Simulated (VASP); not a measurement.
# Ta (Im-3m) in VASP: further runs

Ta is run at these levels: PBE+D3(BJ), PBE; tasks: single point.

Program: VASP 6.6.1. These are calculated values, not measurements. Logs are shortened: lines on timing, memory, paths and dates and some standing lists are left out, and cuts for length are marked.

### 1 The cell of the first run

It takes space group Im-3m (No. 229, cubic). The conventional cell has a = 3.293 Å, b = 3.293 Å, c = 3.293 Å, α = 90.00°, β = 90.00°, γ = 90.00°. Within 3.8 Å of Ta (site symmetry m-3m) lie 14 Ta at 2.85 to 3.29 Å.

### 2 Single point, PBE+D3(BJ), collinear spin, ferromagnetic start

The input, INCAR:

```
PREC = Accurate
ENCUT = 500
EDIFF = 1E-6
ISMEAR = -1
SIGMA = 0.1
LREAL = False
LASPH = True
NELM = 200
ALGO = Normal
ISIF = 2
LWAVE = False
LCHARG = True
ISPIN = 2
MAGMOM = -1
LORBIT = 11
LMAXMIX = 4
GGA = PE
IVDW = 12
LELF = True
LVHAR = True
NBANDS = 16
GGA_COMPAT = False
```

The input, KPOINTS:

```
regular mesh
0
Gamma
  18 18 18
```

The input, POSCAR:

```
Ta
1.0
   -1.6464415149      1.6464415149      1.6464415149
    1.6464415149     -1.6464415149      1.6464415149
    1.6464415149      1.6464415149     -1.6464415149
Ta
1
Direct
    0.0000000000      0.0000000000      0.0000000000
```

Potentials or basis: VASP PAW PBE potentials, release 64 (Ta_pv).

Started as:

```
> cat potpaw_PBE.64/Ta_pv/POTCAR > POTCAR
> mpirun -np 1 vasp_std > vasp.out
```

OUTCAR:

```text
PREC = Accurate
   ENCUT = 500
   EDIFF = 1E-6
   ISMEAR = -1
   LREAL = False
   LASPH = True
   NELM = 200
   ISIF = 2
   ISPIN = 2
   LORBIT = 11
   GGA = PE
   IVDW = 12
 IVDW          = 12

 ion  position               nearest neighbor table
   1  0.000  0.000  0.000-

  LATTYP: Found a body centered cubic cell.
 ALAT       =     3.2928830298

  Lattice vectors:

 A1 = (  -1.6464415149,   1.6464415149,   1.6464415149)
 A2 = (   1.6464415149,  -1.6464415149,   1.6464415149)
 A3 = (   1.6464415149,   1.6464415149,  -1.6464415149)

Analysis of symmetry for initial positions (statically):
=====================================================================
 Subroutine PRICEL returns:
 Original cell was already a primitive cell.

 Routine SETGRP: Setting up the symmetry group for a
 body centered cubic supercell.

 Subroutine GETGRP returns: Found 48 space group operations
 (whereof 48 operations were pure point group operations)
 out of a pool of 48 trial point group operations.

The static configuration has the point symmetry O_h .

Analysis of symmetry for dynamics (positions and initial velocities):
=====================================================================
 Subroutine PRICEL returns:
 Original cell was already a primitive cell.

 Routine SETGRP: Setting up the symmetry group for a
 body centered cubic supercell.

 Subroutine GETGRP returns: Found 48 space group operations
 (whereof 48 operations were pure point group operations)
 out of a pool of 48 trial point group operations.

The dynamic configuration has the point symmetry O_h .

Analysis of structural, dynamic, and magnetic symmetry:
=====================================================================
 Subroutine PRICEL returns:
 Original cell was already a primitive cell.

 Routine SETGRP: Setting up the symmetry group for a
 body centered cubic supercell.

 Subroutine GETGRP returns: Found 48 space group operations
 (whereof 48 operations were pure point group operations)
 out of a pool of 48 trial point group operations.

The overall configuration has the point symmetry O_h .

 Subroutine INISYM returns: Found 48 space group operations
 (whereof 48 operations are pure point group operations),
 and found     1 'primitive' translations

----------------------------------------------------------------------------------------

                                     Primitive cell

  volume of cell :      17.8525

  direct lattice vectors                    reciprocal lattice vectors
    -1.646441515  1.646441515  1.646441515     0.000000000  0.303685248  0.303685248
     1.646441515 -1.646441515  1.646441515     0.303685248  0.000000000  0.303685248
     1.646441515  1.646441515 -1.646441515     0.303685248  0.303685248  0.000000000

  length of vectors
     2.851720355  2.851720355  2.851720355     0.429475797  0.429475797  0.429475797

  position of ions in fractional coordinates (direct lattice)
     0.000000000  0.000000000  0.000000000

  ion indices of the primitive-cell ions
   primitive index   ion index
                 1           1

----------------------------------------------------------------------------------------

 KPOINTS: regular mesh

Automatic generation of k-mesh.
 Grid dimensions read from file:
 generate k-points for:   18   18   18

 Generating k-lattice:

  Cartesian coordinates                     Fractional coordinates (reciprocal lattice)
     0.000000000  0.016871403  0.016871403     0.055555556  0.000000000  0.000000000
     0.016871403  0.000000000  0.016871403     0.000000000  0.055555556  0.000000000
     0.016871403  0.016871403  0.000000000     0.000000000  0.000000000  0.055555556

  Length of vectors
     0.023859766  0.023859766  0.023859766

  Shift w.r.t. Gamma in fractional coordinates (k-lattice)
     0.000000000  0.000000000  0.000000000

 Subroutine IBZKPT returns following result:
 ===========================================

 Found    195 irreducible k-points:

 Following reciprocal coordinates:
            Coordinates               Weight
  0.000000  0.000000  0.000000      1.000000
  0.055556  0.000000  0.000000     12.000000
  0.111111  0.000000  0.000000     12.000000
  0.166667  0.000000  0.000000     12.000000
  0.222222  0.000000  0.000000     12.000000
  0.277778  0.000000  0.000000     12.000000
[... 16 lines left out ...]
  0.333333  0.111111  0.000000     48.000000
  0.388889  0.111111  0.000000     48.000000
 [... further k-points ...]
   k-points           NKPTS =    195   k-points in BZ     NKDIM =    195   number of bands    NBANDS=     16
   number of dos      NEDOS =    301   number of ions     NIONS =      1
   total plane-waves  NPLWV =  13824
   dimension x,y,z NGX =    24 NGY =   24 NGZ =   24
   dimension x,y,z NGXF=    48 NGYF=   48 NGZF=   48
   ions per type =               1
   NGX,Y,Z   is equivalent  to a cutoff of  13.99, 13.99, 13.99 a.u.
   NGXF,Y,Z  is equivalent  to a cutoff of  27.98, 27.98, 27.98 a.u.
 SYSTEM =  unknown system
   PREC   = accura    normal or accurate (medium, high low for compatibility)
   ISTART =      0    job   : 0-new  1-cont  2-samecut
   ICHARG =      2    charge: 1-file 2-atom 10-const
   ISPIN  =      2    spin polarized calculation?
   LNONCOLLINEAR =      F non collinear calculations
   LSORBIT =      F    spin-orbit coupling
   LASPH  =      T    aspherical Exc in radial PAW
   ENCUT  =  500.0 eV  36.75 Ry    6.06 a.u.   5.20  5.20  5.20*2*pi/ulx,y,z
   NELM   =    200;   NELMIN=  2; NELMDL= -5     # of ELM steps
   EDIFF  = 0.1E-05   stopping-criterion for ELM
   LREAL  =      F    real-space projection
   EDIFFG = 0.1E-04   stopping-criterion for IOM
   NSW    =      0    number of steps for IOM
   IBRION =     -1    ionic relax: 0-MD 1-quasi-New 2-CG
   NFREE  =      0    steps in history (QN), initial steepest desc. (CG)
   ISIF   =      2    stress and relaxation
   ISYM   =      2    0-nonsym 1-usesym 2-fastsym
   POTIM  = 0.5000    time-step for ionic-motion
   TEBEG  =    0.0;   TEEND  =   0.0 temperature during run
   PSTRESS=    0.0 pullay stress
   NELECT =      11.0000    total number of electrons
   NUPDOWN=      -1.0000    fix difference up-down
   EMIN   =  10.00;   EMAX   =-10.00  energy-range for DOS
   EFERMI =   0.00;   METHOD = LEGACY
   ISMEAR =    -1;   SIGMA  =   0.10  broadening in eV -4-tet -1-fermi 0-gaus
   EFERMI_NEDOS =   21; number of points for ismear=-14 and -15
   IALGO  =     38    algorithm
   IMIX   =      4    mixing-type and parameters
     AMIX     =   0.40;   BMIX     =  1.00
     AMIX_MAG =   1.60;   BMIX_MAG =  1.00
  volume/ion in A,a.u.               =      17.85       120.47
  Fermi-wavevector in a.u.,A,eV,Ry     =   1.393069  2.632519 26.404042  1.940642
  Thomas-Fermi vector in A             =   2.516751
   LORBIT       =     11    0 simple, 1 ext, 2 COOP (PROOUT), +10 PAW based schemes
   GGA     = PE    functional components
   LHFCALC =     F    Hartree Fock is set to
   AEXX    =    0.0000 exact exchange contribution
   IVDW    =    12    specifies the selected vdW correction
   LEPSILON=     F    determine dielectric tensor
   LRPA    =     F    only Hartree local field effects (RPA)
 spin polarized calculation
  energy-cutoff  :      500.00
  volume of cell :       17.85
 maximum number of plane-waves:       468
 NGX is ok and might be reduce to    24

 number of electron      11.0000002 magnetization      -0.0008695

 number of electron      11.0000002 magnetization       0.0002211

 Free energy of the ion-electron system (eV)
  ---------------------------------------------------
  ext. energy  EPLUGINS =         0.00000000
  ---------------------------------------------------
  free energy    TOTEN  =       -11.82724606 eV

  energy without entropy =      -11.78479454  energy(sigma->0) =      -11.80602030

 E-fermi :   5.5744     XC(G=0): -12.6631

 val. band max:        5.5740930019   @ k =   0.1111   0.0556   0.0556
 cond. band min:       5.5772833877   @ k =  -0.2778   0.3889   0.1111
 fundamental gap:      0.0031903858
 Fermi energy:         5.5743571593

 spin component 1

 k-point     1 :       0.0000    0.0000    0.0000
  band No.  band energies     occupation
      1     -27.4739      1.00000
      2     -27.4739      1.00000
      3     -27.4739      1.00000
      4      -2.3922      1.00000
      5       6.2952      0.00074
      6       6.2952      0.00074
[... 8 lines left out ...]
     15      31.8130      0.00000
     16      34.5972      0.00000
[... 419 lines left out ...]
 k-point    24 :       0.3889    0.1111    0.0000
  band No.  band energies     occupation
      1     -28.6076      1.00000
      2     -27.8968      1.00000
      3     -27.5348      1.00000
      4       1.5421      1.00000
      5       4.1151      1.00000
      6       6.2403      0.00128
[... 8 lines left out ...]
     15      30.1358      0.00000
     16      32.5396      0.00000

 [... further k-points ...]

 spin component 2

 k-point     1 :       0.0000    0.0000    0.0000
  band No.  band energies     occupation
      1     -27.4738      1.00000
      2     -27.4738      1.00000
      3     -27.4738      1.00000
      4      -2.3921      1.00000
      5       6.2954      0.00074
      6       6.2954      0.00074
[... 8 lines left out ...]
     15      31.8130      0.00000
     16      34.5973      0.00000
[... 419 lines left out ...]
 k-point    24 :       0.3889    0.1111    0.0000
  band No.  band energies     occupation
      1     -28.6075      1.00000
      2     -27.8967      1.00000
      3     -27.5347      1.00000
      4       1.5422      1.00000
      5       4.1152      1.00000
      6       6.2404      0.00128
[... 8 lines left out ...]
     15      30.1359      0.00000
     16      32.5397      0.00000

 [... further k-points ...]

------------------------ aborting loop because EDIFF is reached ----------------------------------------

 Edisp (eV)   -0.66854

 E8    (eV) :    -0.3501

  FORCE on cell =-STRESS in cart. coord.  units (eV):
  Direction    XX          YY          ZZ          XY          YZ          ZX
  --------------------------------------------------------------------------------------
  -------------------------------------------------------------------------------------
  Total      -0.12200    -0.12200    -0.12200     0.00000     0.00000     0.00000
  in kB     -10.94896   -10.94896   -10.94896     0.00000     0.00000     0.00000
  external pressure =      -10.95 kB  Pullay stress =        0.00 kB

 VOLUME and BASIS-vectors are now :
 -----------------------------------------------------------------------------
  energy-cutoff  :      500.00
  volume of cell :       17.85
      direct lattice vectors                 reciprocal lattice vectors
    -1.646441515  1.646441515  1.646441515     0.000000000  0.303685248  0.303685248
     1.646441515 -1.646441515  1.646441515     0.303685248  0.000000000  0.303685248
     1.646441515  1.646441515 -1.646441515     0.303685248  0.303685248  0.000000000

 POSITION                                       TOTAL-FORCE (eV/Angst)
 -----------------------------------------------------------------------------------
      0.00000      0.00000      0.00000         0.000000      0.000000     -0.000000
 -----------------------------------------------------------------------------------
    total drift:                               -0.000000      0.000000     -0.000000

  FREE ENERGIE OF THE ION-ELECTRON SYSTEM (eV)
  ---------------------------------------------------
  free  energy   TOTEN  =       -12.4957908096 eV

  energy  without entropy=      -12.4533392871  energy(sigma->0) =      -12.47456505

 total charge

# of ion       s       p       d       tot
------------------------------------------
    1        0.373   6.172   2.407   8.953

 magnetization (x)

# of ion       s       p       d       tot
------------------------------------------
    1        0.000   0.000   0.000   0.000
```

Wall time 34 s (1 thread of Intel Xeon 6975P-C (Granite Rapids), shared host); peak memory 0.21 GiB.

What came out:

```yaml
Free_energy: -12.4958 eV
Pressure: -1.1 GPa
Net_moment: 0.00 μB per cell
Valence_electrons_inside_the_program's_atomic_spheres: Ta 8.95
Dispersion_energy_per_atom: -0.669 eV
```

Caveat: three body term missing; spin-orbit coupling is left out, which moves the levels of the heavy elements; pairwise dispersion overbinds metals, which lowers pressure and volume.

### 3 Single point, PBE+D3(BJ), collinear spin, ferromagnetic start

This run uses another cell than the first one, of 18.32 Å³/atom, 1.026 times its volume.

The input, INCAR:

```
SYSTEM = Ta
PREC = Accurate
ENCUT = 500
EDIFF = 1E-6
ISMEAR = -1
SIGMA = 0.1
LREAL = .False.
LASPH = .True.
NELM = 200
ALGO = Normal
ISIF = 2
LWAVE = .False.
LCHARG = .False.
ISPIN = 2
MAGMOM = -1
LORBIT = 11
LMAXMIX = 4
GGA = PE
IVDW = 12
NBANDS = 16
GGA_COMPAT = .False.
```

The input, KPOINTS:

```
Automatic mesh
0
Gamma
  18 18 18
  0 0 0
```

The input, POSCAR:

```
Ta
1.0
   -1.6607199181      1.6607199181      1.6607199181
    1.6607199181     -1.6607199181      1.6607199181
    1.6607199181      1.6607199181     -1.6607199181
Ta
1
Direct
    0.0000000000      0.0000000000      0.0000000000
```

Potentials or basis: VASP PAW PBE potentials, release 64 (Ta_pv).

Started as:

```
> cat potpaw_PBE.64/Ta_pv/POTCAR > POTCAR
> mpirun -np 1 vasp_std > vasp.out
```

Run time: 33 s. Hardware: 1 thread of Intel Xeon 6975P-C (Granite Rapids), shared host; peak memory 0.21 GiB.

Results (log left out):

```yaml
Free_energy: -12.4854 eV
Pressure: -6.1 GPa
Net_moment: 0.00 μB per cell
Valence_electrons_inside_the_program's_atomic_spheres: Ta 8.90
Dispersion_energy_per_atom: -0.651 eV
```

Levels at points of the mesh, in eV from the Fermi level:
Spin up:
```
           k point  band 2  band 3  band 4  band 5  band 6  band 7  band 8  band 9
(0.00, 0.00, 0.00)  -33.15  -33.15   -7.87    0.72    0.72    0.72    3.93    3.93
(0.50, 0.00, 0.00)  -33.51  -33.16   -4.32   -1.51    1.49    3.80    4.81    7.62
(0.50, 0.50, 0.50)  -33.93  -33.93   -3.72   -3.72    6.68    6.68    6.68    8.49
```
Spin down:
| k point | band 2 | band 3 | band 4 | band 5 | band 6 | band 7 | band 8 | band 9 |
| --- | --- | --- | --- | --- | --- | --- | --- | --- |
| (0.00, 0.00, 0.00) | -33.15 | -33.15 | -7.87 | 0.72 | 0.72 | 0.72 | 3.93 | 3.93 |
| (0.50, 0.00, 0.00) | -33.51 | -33.16 | -4.32 | -1.51 | 1.49 | 3.80 | 4.81 | 7.62 |
| (0.50, 0.50, 0.50) | -33.93 | -33.93 | -3.72 | -3.72 | 6.68 | 6.68 | 6.68 | 8.49 |

Caveat: three body term missing; spin-orbit coupling is left out, which moves the levels of the heavy elements; pairwise dispersion overbinds metals, which lowers pressure and volume.

### 4 Single point, PBE

This run uses another cell than the first one: it holds 2 atoms, not 1.

The input, INCAR:

```
SYSTEM = Ta
ALGO = Normal ; EDIFF = 1E-6
ENCUT = 500 ; GGA = PE
GGA_COMPAT = .False. ; ISIF = 2
ISMEAR = -1 ; LASPH = .True.
LCHARG = .False. ; LREAL = .False.
LWAVE = .False. ; NBANDS = 18
NELM = 120 ; PREC = Accurate
SIGMA = 0.1
```

The input, KPOINTS:

```
k-points
0
Gamma
  13 13 8
  0 0 0
```

The input, POSCAR:

```
Ta
1.0
   -1.6600479311      1.6600479311      1.6600479311
    1.6600479311     -1.6600479311      1.6600479311
    3.3200958623      3.3200958623      0.0000000000
Ta
2
Direct
    0.0000000000      0.0000000000      0.0000000000
    0.5000000000      0.5000000000      0.5000000000
```

Started as:

```
> cat potpaw_PBE.64/Ta_pv/POTCAR > POTCAR
> mpirun -np 1 vasp_std > vasp.out
```

Wall time 35 s (1 thread of Intel Xeon 6975P-C (Granite Rapids), shared host); peak memory 0.25 GiB.

It converged, with:

- Free energy: -23.6706 eV
- Pressure: 0.3 GPa
- Band gap on the k mesh: zero (band 11 reaches 6.75 eV, above the bottom of band 12 at 4.04 eV)

Levels at points of the mesh, in eV from the Fermi level:
```
           k point  band 8  band 9  band 10  band 11  band 12  band 13  band 14  band 15
(0.00, 0.00, 0.00)   -4.31   -1.50     0.73     0.73     0.73     1.51     3.82     3.95
(0.00, 0.00, 0.50)   -5.60   -0.53    -0.53    -0.08    -0.08     3.27     3.27     3.37
```

Caveat: spin-orbit coupling is left out, which moves the levels of the heavy elements.

### 5 Single point, PBE

This run uses another cell than the first one, of 18.30 Å³/atom, 1.025 times its volume.

The input, INCAR:

```
SYSTEM = Ta
PREC     = Accurate       ! precision mode
ENCUT    = 500            ! plane-wave cutoff, eV
EDIFF    = 1E-6           ! SCF threshold, eV
ISMEAR   = -1             ! smearing method
SIGMA    = 0.1            ! smearing width, eV
LREAL    = .False.        ! projectors in reciprocal space
LASPH    = .True.         ! aspherical terms in the spheres
NELM     = 120            ! most SCF steps
ALGO     = Normal         ! electronic algorithm
ISIF     = 2              ! what is computed and relaxed
LWAVE    = .False.        ! write WAVECAR
LCHARG   = .False.        ! write CHGCAR
GGA      = PE             ! functional
NBANDS   = 12             ! bands
GGA_COMPAT= .False.
```

The input, KPOINTS:

```
regular mesh
0
Gamma
  18 18 18
  0 0 0
```

The input, POSCAR:

```
Ta
1.0
   -1.6600479311      1.6600479311      1.6600479311
    1.6600479311     -1.6600479311      1.6600479311
    1.6600479311      1.6600479311     -1.6600479311
Ta
1
Direct
    0.0000000000      0.0000000000      0.0000000000
```

Started as:

```
> cat potpaw_PBE.64/Ta_pv/POTCAR > POTCAR
> mpirun -np 1 vasp_std > vasp.out
```

Run time: 41 s. Hardware: 1 thread of AMD EPYC 9R45 (Zen 5), shared host; peak memory 0.13 GiB.

Results (log left out):

```yaml
Free_energy: -11.8345 eV
Pressure: 0.1 GPa
```

Levels at points of the mesh, in eV from the Fermi level:
| k point | band 3 | band 4 | band 5 | band 6 | band 7 | band 8 |
| --- | --- | --- | --- | --- | --- | --- |
| (0.00, 0.00, 0.00) | -33.15 | -7.87 | 0.72 | 0.72 | 0.72 | 3.94 |
| (0.50, 0.00, 0.00) | -33.15 | -4.32 | -1.51 | 1.50 | 3.81 | 4.82 |
| (0.50, 0.50, 0.50) | -33.93 | -3.72 | -3.72 | 6.69 | 6.69 | 6.69 |

Caveat: spin-orbit coupling is left out, which moves the levels of the heavy elements.

### 6 Summary

```csv
level,spin,cell,k mesh,gap on the mesh (eV),pressure (GPa),moment (μB)
PBE+D3(BJ),"collinear, ferromagnetic start","a = 2.852 Å, angles 109.5°, 1 atom",18 × 18 × 18,none,-1.1,0.00
PBE+D3(BJ),"collinear, ferromagnetic start","a = 2.876 Å, angles 109.5°, 1 atom",18 × 18 × 18,none,-6.1,0.00
PBE,off,"a = 2.875, b = 2.875, c = 4.695 Å, angles 90.0, 90.0, 109.5°, 2 atoms",13 × 13 × 8,none,0.3,-
PBE,off,"a = 2.875 Å, angles 109.5°, 1 atom",18 × 18 × 18,none,0.1,-
```

Alike in all rows: task single point; potentials or basis VASP PAW PBE potentials, release 64 (Ta_pv); cutoff (eV) 500; smearing fermi-dirac 0.1 eV.

Caveats: spin-orbit coupling is left out, which moves the levels of the heavy elements; three body term missing (some runs); pairwise dispersion overbinds metals, which lowers pressure and volume (some runs).

Total energies depend on the potentials used, so only differences within one code and one set of settings carry meaning.
